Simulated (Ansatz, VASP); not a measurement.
**Two plane-wave programs on Pd**

```
Pd
1.0
     2.72351    0.00000    0.00000
    -1.36176    2.35863    0.00000
     0.00000    0.00000    4.55297
Pd
2
Cartesian
  1.3618 0.7862 3.4147
  0.0000 1.5724 1.1382
```

Alike in both runs: functional PBEsol; k mesh 9 × 9 × 4; occupations gaussian, width 0.1 eV; no spin polarisation.

Ansatz relaxed the structure, and its values are those at the end. VASP's run is a single point on that final structure, the one shown.

|  | VASP | Ansatz |
| --- | --- | --- |
| version | VASP 6.6.1 | Ansatz 0.2.0 |
| potentials or method | VASP PAW PBE potentials, release 64 (Pd), cutoff 520 eV | scalar-relativistic, plane waves, PAW |
| valence electrons in the cell | 20 | 36 |

VASP gave:

- gap on the k mesh at the Fermi level (eV): none
- pressure (GPa): -0.3

Question: Which values does Ansatz return?

Answer: gap on the k mesh at the Fermi level (eV): none; pressure (GPa): 0.0.

VASP's potentials were made for PBE, not for PBEsol. A gap of «none» marks a metal or a gap that the smearing closes. VASP's potentials hold 20 valence electrons a cell and Ansatz's 36, so a difference there can come from the potentials and not from the codes.
